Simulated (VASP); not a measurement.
# Si4NiPt3 (P4mm) in VASP: single point with PBE

Aim: the single point of Si4NiPt3 with PBE.

Everything below comes from runs of VASP 6.6.1. Logs are shortened: lines on timing, memory, paths and dates and some standing lists are left out, and cuts for length are marked.

### 1 The cell of the first run

Symmetry: P4mm, No. 99, tetragonal system. Conventional cell: a = 4.787 Å, b = 4.787 Å, c = 4.944 Å, α = 90.00°, β = 90.00°, γ = 90.00°. Si (site symmetry 4mm) has 2 Ni at 2.33 to 2.61 Å and 4 Pt at 2.56 Å and 4 Si at 2.85 Å within 3.1 Å. Si (site symmetry 4mm) has 6 Pt at 2.42 to 2.52 Å and 4 Si at 2.91 Å within 3.2 Å. Si (site symmetry 2mm) has 4 Pt at 2.44 to 2.51 Å and 2 Ni at 2.52 Å and 4 Si at 2.85 to 2.91 Å within 3.2 Å. Ni (site symmetry 4mm) has 6 Si at 2.33 to 2.61 Å and 4 Pt at 2.94 Å within 3.1 Å. Within 3.2 Å of Pt (site symmetry 4mm) lie 6 Si at 2.42 to 2.52 Å and 4 Pt at 2.96 Å. Within 3.2 Å of Pt (site symmetry 2mm) lie 6 Si at 2.44 to 2.56 Å and 2 Ni at 2.94 Å and 2 Pt at 2.96 Å.

### 2 Single point, PBE

File INCAR:

```
SYSTEM = Si4NiPt3
ALGO     = Normal         ! electronic algorithm
EDIFF    = 1E-6           ! SCF threshold, eV
ENCUT    = 600            ! plane-wave cutoff, eV
GGA      = PE             ! functional
GGA_COMPAT= .False.      
ISIF     = 2              ! what is computed and relaxed
ISMEAR   = -1             ! smearing method
LASPH    = .True.         ! aspherical terms in the spheres
LCHARG   = .True.         ! write CHGCAR
LELF     = .True.         ! ELF
LREAL    = .False.        ! projectors in reciprocal space
LVHAR    = .True.       
LWAVE    = .False.        ! write WAVECAR
NBANDS   = 38             ! bands
NELM     = 120            ! most SCF steps
PREC     = Accurate       ! precision mode
SIGMA    = 0.15           ! smearing width, eV
```

File KPOINTS:

```
k-points
0
Gamma
  8 8 8
  0 0 0
```

File POSCAR:

```
Si4NiPt3
1.0
    4.7871598621      0.0000000000      0.0000000000
    0.0000000000      4.7871598621      0.0000000000
    0.0000000000      0.0000000000      4.9438929063
Si Ni Pt
4 1 3
Direct
    0.0000000000      0.0000000000      0.1463183386
    0.5000000000      0.5000000000      0.1704482513
    0.5000000000      0.0000000000      0.8348576028
    0.0000000000      0.5000000000      0.8348576028
    0.0000000000      0.0000000000      0.6740449020
    0.5000000000      0.5000000000      0.6807678536
    0.5000000000      0.0000000000      0.3293532244
    0.0000000000      0.5000000000      0.3293532244
```

Potentials or basis: VASP PAW PBE potentials, release 64 (Si, Ni, Pt).

Started as:

```console
$ cat potpaw_PBE.64/Si/POTCAR potpaw_PBE.64/Ni/POTCAR potpaw_PBE.64/Pt/POTCAR > POTCAR
$ mpirun -np 1 vasp_std > vasp.out
```

OUTCAR:

```text
SYSTEM = Si4NiPt3
   EDIFF = 1E-6
   ENCUT = 600
   GGA = PE
   ISIF = 2
   ISMEAR = -1
   LASPH = .True.
   LREAL = .False.
   NELM = 120
   PREC = Accurate

 ion  position               nearest neighbor table
   1  0.000  0.000  0.146-   5 2.33   7 2.56   8 2.56   8 2.56   7 2.56   5 2.61   4 2.85   4 2.85
                             3 2.85   3 2.85
   2  0.500  0.500  0.170-   6 2.42   7 2.52   8 2.52   7 2.52   8 2.52   6 2.52   3 2.91   4 2.91
                             4 2.91   3 2.91
   3  0.500  0.000  0.835-   7 2.44   7 2.50   6 2.51   6 2.51   5 2.52   5 2.52   1 2.85   1 2.85
                             2 2.91   2 2.91
   4  0.000  0.500  0.835-   8 2.44   8 2.50   6 2.51   6 2.51   5 2.52   5 2.52   1 2.85   1 2.85
                             2 2.91   2 2.91
   5  0.000  0.000  0.674-   1 2.33   3 2.52   4 2.52   4 2.52   3 2.52   1 2.61   8 2.94   8 2.94
                             7 2.94   7 2.94
   6  0.500  0.500  0.681-   2 2.42   3 2.51   4 2.51   3 2.51   4 2.51   2 2.52   8 2.96   7 2.96
                             7 2.96   8 2.96
   7  0.500  0.000  0.329-   3 2.44   3 2.50   2 2.52   2 2.52   1 2.56   1 2.56   5 2.94   5 2.94
                             6 2.96   6 2.96   8 3.39   8 3.39   8 3.39   8 3.39
   8  0.000  0.500  0.329-   4 2.44   4 2.50   2 2.52   2 2.52   1 2.56   1 2.56   5 2.94   5 2.94
                             6 2.96   6 2.96   7 3.39   7 3.39   7 3.39   7 3.39

  LATTYP: Found a simple tetragonal cell.
 ALAT       =     4.7871598621
 C/A-ratio  =     1.0327402988

  Lattice vectors:

 A1 = (   4.7871598621,   0.0000000000,   0.0000000000)
 A2 = (   0.0000000000,   4.7871598621,   0.0000000000)
 A3 = (   0.0000000000,   0.0000000000,   4.9438929063)

Analysis of symmetry for initial positions (statically):
=====================================================================
 Subroutine PRICEL returns:
 Original cell was already a primitive cell.

 Routine SETGRP: Setting up the symmetry group for a
 simple tetragonal supercell.

 Subroutine GETGRP returns: Found  8 space group operations
 (whereof  8 operations were pure point group operations)
 out of a pool of 16 trial point group operations.

The static configuration has the point symmetry C_4v.

Analysis of symmetry for dynamics (positions and initial velocities):
=====================================================================
 Subroutine PRICEL returns:
 Original cell was already a primitive cell.

 Routine SETGRP: Setting up the symmetry group for a
 simple tetragonal supercell.

 Subroutine GETGRP returns: Found  8 space group operations
 (whereof  8 operations were pure point group operations)
 out of a pool of 16 trial point group operations.

The dynamic configuration has the point symmetry C_4v.

 Subroutine INISYM returns: Found  8 space group operations
 (whereof  8 operations are pure point group operations),
 and found     1 'primitive' translations

----------------------------------------------------------------------------------------

                                     Primitive cell

  volume of cell :     113.2987

  direct lattice vectors                    reciprocal lattice vectors
     4.787159862  0.000000000  0.000000000     0.208892126  0.000000000  0.000000000
     0.000000000  4.787159862  0.000000000     0.000000000  0.208892126  0.000000000
     0.000000000  0.000000000  4.943892906     0.000000000  0.000000000  0.202269754

  length of vectors
     4.787159862  4.787159862  4.943892906     0.208892126  0.208892126  0.202269754

  position of ions in fractional coordinates (direct lattice)
     0.000000000  0.000000000  0.146318339
     0.500000000  0.500000000  0.170448251
     0.500000000  0.000000000  0.834857603
     0.000000000  0.500000000  0.834857603
     0.000000000  0.000000000  0.674044902
     0.500000000  0.500000000  0.680767854
     0.500000000  0.000000000  0.329353224
     0.000000000  0.500000000  0.329353224

  ion indices of the primitive-cell ions
   primitive index   ion index
                 1           1
                 2           2
                 3           3
                 4           4
                 5           5
                 6           6
                 7           7
                 8           8

----------------------------------------------------------------------------------------

 KPOINTS: k-points

Automatic generation of k-mesh.
 Grid dimensions read from file:
 generate k-points for:    8    8    8

 Generating k-lattice:

  Cartesian coordinates                     Fractional coordinates (reciprocal lattice)
     0.026111516  0.000000000  0.000000000     0.125000000  0.000000000  0.000000000
     0.000000000  0.026111516  0.000000000     0.000000000  0.125000000  0.000000000
     0.000000000  0.000000000  0.025283719     0.000000000  0.000000000  0.125000000

  Length of vectors
     0.026111516  0.026111516  0.025283719

  Shift w.r.t. Gamma in fractional coordinates (k-lattice)
     0.000000000  0.000000000  0.000000000

 Subroutine IBZKPT returns following result:
 ===========================================

 Found     75 irreducible k-points:

 Following reciprocal coordinates:
            Coordinates               Weight
  0.000000  0.000000  0.000000      1.000000
  0.125000  0.000000  0.000000      4.000000
  0.250000  0.000000  0.000000      4.000000
  0.375000  0.000000  0.000000      4.000000
  0.500000  0.000000  0.000000      2.000000
  0.125000  0.125000  0.000000      4.000000
[... 16 lines left out ...]
  0.375000  0.125000  0.125000     16.000000
  0.500000  0.125000  0.125000      8.000000
 [... further k-points ...]
   k-points           NKPTS =     75   k-points in BZ     NKDIM =     75   number of bands    NBANDS=     38
   number of dos      NEDOS =    301   number of ions     NIONS =      8
   total plane-waves  NPLWV =  64000
   dimension x,y,z NGX =    40 NGY =   40 NGZ =   40
   dimension x,y,z NGXF=    80 NGYF=   80 NGZF=   80
   ions per type =               4   1   3
   NGX,Y,Z   is equivalent  to a cutoff of  13.89, 13.89, 13.45 a.u.
   NGXF,Y,Z  is equivalent  to a cutoff of  27.78, 27.78, 26.90 a.u.
 SYSTEM =  Si4NiPt3
   PREC   = accura    normal or accurate (medium, high low for compatibility)
   ISTART =      0    job   : 0-new  1-cont  2-samecut
   ICHARG =      2    charge: 1-file 2-atom 10-const
   ISPIN  =      1    spin polarized calculation?
   LNONCOLLINEAR =      F non collinear calculations
   LSORBIT =      F    spin-orbit coupling
   LASPH  =      T    aspherical Exc in radial PAW
   ENCUT  =  600.0 eV  44.10 Ry    6.64 a.u.   9.56  9.56  9.87*2*pi/ulx,y,z
   NELM   =    120;   NELMIN=  2; NELMDL= -5     # of ELM steps
   EDIFF  = 0.1E-05   stopping-criterion for ELM
   LREAL  =      F    real-space projection
[... 7 lines left out ...]
   TEBEG  =    0.0;   TEEND  =   0.0 temperature during run
   PSTRESS=    0.0 pullay stress
   NELECT =      56.0000    total number of electrons
   NUPDOWN=      -1.0000    fix difference up-down
   EMIN   =  10.00;   EMAX   =-10.00  energy-range for DOS
   EFERMI =   0.00;   METHOD = LEGACY
   ISMEAR =    -1;   SIGMA  =   0.15  broadening in eV -4-tet -1-fermi 0-gaus
   EFERMI_NEDOS =   21; number of points for ismear=-14 and -15
   IALGO  =     38    algorithm
   IMIX   =      4    mixing-type and parameters
     AMIX     =   0.40;   BMIX     =  1.00
     AMIX_MAG =   1.60;   BMIX_MAG =  1.00
  volume/ion in A,a.u.               =      14.16        95.57
  Fermi-wavevector in a.u.,A,eV,Ry     =   1.294382  2.446028 22.795545  1.675425
  Thomas-Fermi vector in A             =   2.425969
   LORBIT       =      0    0 simple, 1 ext, 2 COOP (PROOUT), +10 PAW based schemes
   GGA     = PE    functional components
   LHFCALC =     F    Hartree Fock is set to
   AEXX    =    0.0000 exact exchange contribution
   IVDW    =     0    specifies the selected vdW correction
   LEPSILON=     F    determine dielectric tensor
   LRPA    =     F    only Hartree local field effects (RPA)
 non-spin polarized calculation
  energy-cutoff  :      600.00
  volume of cell :      113.30
 maximum number of plane-waves:      3815
 NGX is ok and might be reduce to    40
   NGX = 19   NGY = 19   NGZ = 19

 number of electron      56.0000004 magnetization

 Free energy of the ion-electron system (eV)
  ---------------------------------------------------
  ext. energy  EPLUGINS =         0.00000000
  ---------------------------------------------------
  free energy    TOTEN  =       -49.82206382 eV

  energy without entropy =      -49.68792555  energy(sigma->0) =      -49.75499468

 E-fermi :  11.2316     XC(G=0): -12.2631

 val. band max:       11.2273718335   @ k =   0.5000   0.0000   0.1250
 cond. band min:      11.2517107599   @ k =   0.5000   0.1250   0.0000
 fundamental gap:      0.0243389264
 Fermi energy:        11.2316072861

 k-point     1 :       0.0000    0.0000    0.0000
  band No.  band energies     occupation
      1      -2.2444      2.00000
      2       1.3063      2.00000
      3       1.6159      2.00000
      4       2.1673      2.00000
      5       4.3141      2.00000
      6       4.3141      2.00000
[... 30 lines left out ...]
     37      15.5636      0.00000
     38      15.5636      0.00000

 k-point     2 :       0.1250    0.0000    0.0000
  band No.  band energies     occupation
      1      -2.1392      2.00000
      2       1.2520      2.00000
      3       1.5649      2.00000
      4       2.2073      2.00000
      5       4.3615      2.00000
      6       4.4083      2.00000
[... 30 lines left out ...]
     37      15.2621      0.00000
     38      15.4931      0.00000
[... 859 lines left out ...]
     37      15.4062      0.00000
     38      16.9214      0.00000

 k-point    24 :       0.5000    0.1250    0.1250
  band No.  band energies     occupation
      1      -0.6746      2.00000
      2      -0.2635      2.00000
      3       1.9635      2.00000
      4       2.7431      2.00000
      5       4.3390      2.00000
      6       4.3442      2.00000
[... 30 lines left out ...]
     37      16.1256      0.00000
     38      16.4972      0.00000

 [... further k-points ...]

------------------------ aborting loop because EDIFF is reached ----------------------------------------

  FORCE on cell =-STRESS in cart. coord.  units (eV):
  Direction    XX          YY          ZZ          XY          YZ          ZX
  --------------------------------------------------------------------------------------
  -------------------------------------------------------------------------------------
  Total       -0.0521273     -0.0521273      0.0132989      0.0000000      0.0000000      0.0000000
  in kB       -0.7371412     -0.7371412      0.1880625      0.0000000      0.0000000      0.0000000
  external PRESSURE =      -0.4287400 kB  Pullay stress =       0.0000000 kB

 VOLUME and BASIS-vectors are now :
 -----------------------------------------------------------------------------
  energy-cutoff  :      600.00
  volume of cell :      113.30
      direct lattice vectors                 reciprocal lattice vectors
     4.787159862  0.000000000  0.000000000     0.208892126  0.000000000  0.000000000
     0.000000000  4.787159862  0.000000000     0.000000000  0.208892126  0.000000000
     0.000000000  0.000000000  4.943892906     0.000000000  0.000000000  0.202269754

 POSITION                                       TOTAL-FORCE (eV/Angst)
 -----------------------------------------------------------------------------------
      0.00000      0.00000      0.72338         0.000000      0.000000      0.003150
      2.39358      2.39358      0.84268         0.000000      0.000000     -0.001431
      2.39358      0.00000      4.12745         0.000000      0.000000      0.008687
      0.00000      2.39358      4.12745         0.000000      0.000000      0.008687
      0.00000      0.00000      3.33241         0.000000      0.000000     -0.007698
      2.39358      2.39358      3.36564         0.000000     -0.000000      0.007835
      2.39358      0.00000      1.62829         0.000000      0.000000     -0.009615
      0.00000      2.39358      1.62829         0.000000      0.000000     -0.009615
 -----------------------------------------------------------------------------------
    total drift:                               -0.000000      0.000000     -0.000834

  FREE ENERGIE OF THE ION-ELECTRON SYSTEM (eV)
  ---------------------------------------------------
  free  energy   TOTEN  =       -49.8220638184 eV

  energy  without entropy=      -49.6879255477  energy(sigma->0) =      -49.75499468
```

It took 12 min on 1 thread of Oxide Virtual Turin-like, shared host; peak memory 0.45 GiB.

Results:

| Quantity | Value |
| --- | --- |
| Free energy | -49.8221 eV |
| Pressure | 0.0 GPa |
| Largest force | 0.010 eV/Å |
| Band gap on the k mesh | zero (bands 28 and 29 overlap by 1.27 eV) |

Forces on the atoms (eV/Å):
```
Si   0.000  0.000  0.003
Si   0.000  0.000 -0.001
Si   0.000  0.000  0.009
Si   0.000  0.000  0.009
Ni   0.000  0.000 -0.008
Pt   0.000  0.000  0.008
Pt   0.000  0.000 -0.010
Pt   0.000  0.000 -0.010
```

Levels at points of the mesh, in eV from the Fermi level:
| k point | band 25 | band 26 | band 27 | band 28 | band 29 | band 30 | band 31 | band 32 |
| --- | --- | --- | --- | --- | --- | --- | --- | --- |
| (0.00, 0.00, 0.00) | -2.28 | -1.92 | -1.91 | -0.86 | -0.86 | 1.06 | 1.68 | 1.77 |
| (0.50, 0.00, 0.00) | -1.72 | -1.54 | -1.49 | -1.48 | -0.38 | -0.14 | 2.05 | 2.23 |
| (0.50, 0.50, 0.00) | -2.50 | -2.50 | -2.25 | -1.85 | 1.15 | 1.15 | 1.60 | 1.93 |
| (0.00, 0.00, 0.50) | -2.03 | -1.92 | 0.15 | 0.15 | 0.26 | 0.99 | 1.18 | 1.84 |
| (0.50, 0.00, 0.50) | -1.73 | -1.61 | 0.15 | 0.41 | 0.48 | 0.53 | 0.61 | 1.14 |
| (0.50, 0.50, 0.50) | -2.10 | -2.07 | -2.07 | -1.79 | 3.66 | 3.66 | 3.71 | 4.09 |

Caveat: spin-orbit coupling is left out, which moves the levels of the heavy elements. Spin polarisation is off, so any magnetic state and its effect on volume and gap are missing.

The gap in the log of VASP goes by the Fermi energy; the results here count the filled bands.